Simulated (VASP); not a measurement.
A run of VASP 6.6.1 is set up as follows.

INCAR

```
PREC = Accurate ; ENCUT = 520
EDIFF = 1E-8 ; ISMEAR = -1
SIGMA = 0.03 ; LREAL = False
LASPH = True ; NELM = 60
ALGO = Normal ; ISIF = 2
LWAVE = False ; LCHARG = False
GGA = PE ; LEFG = True
NBANDS = 28
```

The input KPOINTS:

```
Automatic mesh
0
Gamma
  7 7 7
```

The input POSCAR:

```
BaTiO3
1.0
    4.0130884697      0.0000000000      0.0000000000
    0.0000000000      4.0130884697      0.0000000000
    0.0000000000      0.0000000000      4.0313489353
Ba Ti O
1 1 3
Direct
    0.0000000000      0.0000000000      0.0000000000
    0.5000000000      0.5000000000      0.5000000000
    0.5000000000      0.5000000000      0.0000000000
    0.5000000000      0.0000000000      0.5000000000
    0.0000000000      0.5000000000      0.5000000000
```

Potentials or basis: VASP PAW PBE potentials, release 64 (Ba_sv, Ti_sv, O).

Command:

```sh
$ cat potpaw_PBE.64/Ba_sv/POTCAR potpaw_PBE.64/Ti_sv/POTCAR potpaw_PBE.64/O/POTCAR > POTCAR
$ mpirun -np 1 vasp_std > vasp.out
```

Task: Estimate the pressure.

Result: 1.7 GPa.

Task: Estimate the band gap on the k mesh.

Result: 1.78 eV (least direct gap 1.87 eV).

Stress tensor (GPa, compression positive):
```
2.00 0.00 0.00
0.00 2.00 0.00
0.00 0.00 1.17
```

Caveat: without QUAD_EFG the Cq values of the log hold for a quadrupole moment of 1 mb, not for the nuclei; spin-orbit coupling is left out, which moves the levels of the heavy elements; an odd mesh through Γ misses points on the zone boundary, where band edges can lie.
